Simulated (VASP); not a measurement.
Write the native input for VASP 6.6.1 that does the following.

- Task: density of states
- Functional: LDA
- Potentials or basis: VASP PAW LDA potentials, release 64 (Li_sv)
- Cutoff: 520 eV
- k mesh: 14 × 14 × 8
- Occupations: fermi-dirac, width 0.05 eV
- Spin: no spin polarisation
- Dipole correction: no
- k mesh for the DOS: 21 × 21 × 12
- Occupations for the DOS: tetrahedron
- Further INCAR settings: ALGO = Normal; EDIFF = 1e-06; NBANDS = 10

The system is Li.

```
CELL_PARAMETERS angstrom
2.99467 0.00000 0.00000
-1.49733 2.59346 0.00000
0.00000 0.00000 4.88349
ATOMIC_POSITIONS crystal
Li 0.33333 0.66667 0.25000
Li 0.66667 0.33333 0.75000
```

These files were run (other wordings do the same):

POSCAR

```
Li
1.0
    2.9946687308      0.0000000000      0.0000000000
   -1.4973343654      2.5934591968      0.0000000000
    0.0000000000      0.0000000000      4.8834874880
Li
2
Direct
    0.3333333333      0.6666666667      0.2500000000
    0.6666666667      0.3333333333      0.7500000000
```

INCAR.step1

```
ALGO = Normal ; EDIFF = 1E-6
ENCUT = 520 ; ISIF = 2
ISMEAR = -1 ; LASPH = T
LCHARG = T ; LREAL = F
LWAVE = F ; NBANDS = 10
NELM = 80 ; PREC = Accurate
SIGMA = 0.05
```

KPOINTS.step1

```
k-points
0
Gamma
  14 14 8
```

INCAR.step2

```
ALGO = Normal ; EDIFF = 1E-6
ENCUT = 520 ; ICHARG = 11
ISIF = 2 ; ISMEAR = -5
LASPH = T ; LCHARG = F
LORBIT = 11 ; LREAL = F
LWAVE = F ; NBANDS = 10
NEDOS = 2001 ; NELM = 80
PREC = Accurate ; SIGMA = 0.05
```

KPOINTS.step2

```
k-points
0
Gamma
  21 21 12
```

Potentials or basis: VASP PAW LDA potentials, release 64 (Li_sv).

Command:

```sh
$ cat potpaw_LDA.64/Li_sv/POTCAR > POTCAR
$ cp INCAR.step1 INCAR
$ cp KPOINTS.step1 KPOINTS
$ mpirun -np 1 vasp_std > vasp.out
$ cp INCAR.step2 INCAR
$ cp KPOINTS.step2 KPOINTS
$ mpirun -np 1 vasp_std > vasp.out
```

It gave:

```
Valence electrons inside the program's atomic spheres : Li 2.09
```

It took 28 s on 1 thread of Intel(R) Xeon(R) 6975P-C (Granite Rapids), on a shared host, peak memory 0.2 GiB.
